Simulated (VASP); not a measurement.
The system is Ce.

```
CELL_PARAMETERS angstrom
0.00000 2.33904 2.33904
2.33904 0.00000 2.33904
2.33904 2.33904 0.00000
ATOMIC_POSITIONS crystal
Ce 0.00000 0.00000 0.00000
```

Base run:

* Program: VASP 6.6.1
* Functional: r2SCAN
* Potentials or basis: VASP PAW PBE potentials, release 64 (Ce)
* Cutoff: 520 eV
* k mesh: 12 × 12 × 12
* Occupations: methfessel-paxton, width 0.3 eV
* Spin: no spin polarisation

Its results: band gap on the k mesh zero (bands 6 and 7 overlap by 0.52 eV); pressure -0.8 GPa.

Task: The run is repeated on the same cell with these changes: occupations from methfessel-paxton, width 0.3 eV to methfessel-paxton, width 0.6 eV. What comes out?

Result: Band gap on the k mesh zero (bands 6 and 7 overlap by 0.47 eV); pressure -1.7 GPa.

Caveats: so wide a smearing shifts energies and pressures; the PAW data sets were made with another functional, which shifts forces and pressure a little; spin-orbit coupling is left out, which moves the levels of the heavy elements; semilocal functionals describe open f shells poorly, which spoils levels, moments and volumes.
